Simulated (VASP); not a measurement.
# AlCo (rocksalt type): single point with PBE

Crystal: AlCo (rocksalt type).

```xyz
2
Lattice="0.0000 2.3960 2.3960 2.3960 0.0000 2.3960 2.3960 2.3960 0.0000" Properties=species:S:1:pos:R:3 pbc="T T T"
Co    0.0000    0.0000    0.0000
Al    2.3960    2.3960    2.3960
```

* Program: VASP 6.6.1
* Task: single point
* Functional: PBE
* Potentials or basis: VASP PAW PBE potentials, release 64 (Co, Al)
* Cutoff: 520 eV
* k mesh: 14 × 14 × 14
* Occupations: fermi-dirac, width 0.1 eV
* Spin: no spin polarisation
* Dipole correction: no
* Further INCAR settings: ALGO = Normal; EDIFF = 1e-06; NBANDS = 13

| Item | Value |
| --- | --- |
| Pressure | -0.1 GPa |
| Band gap on the k mesh | zero (bands 6 and 7 overlap by 0.19 eV) |

Levels at points of the mesh, in eV from the Fermi level:
| k point | band 4 | band 5 | band 6 | band 7 | band 8 | band 9 |
| --- | --- | --- | --- | --- | --- | --- |
| (0.00, 0.00, 0.00) | -1.41 | -1.27 | -1.27 | 7.27 | 7.27 | 7.27 |
| (0.50, 0.00, 0.00) | -1.91 | -0.54 | -0.54 | 0.16 | 7.21 | 7.21 |
| (0.50, 0.50, 0.00) | -0.88 | -0.34 | -0.34 | 0.67 | 2.07 | 2.07 |

Run time: 48 s on 1 thread of Intel Xeon 8259CL, with other jobs on the host, peak memory 0.18 GiB.

Caveat: the run has no spin polarisation, though such a crystal can be magnetic. Spin polarisation is off, so any magnetic state and its effect on volume and gap are missing.
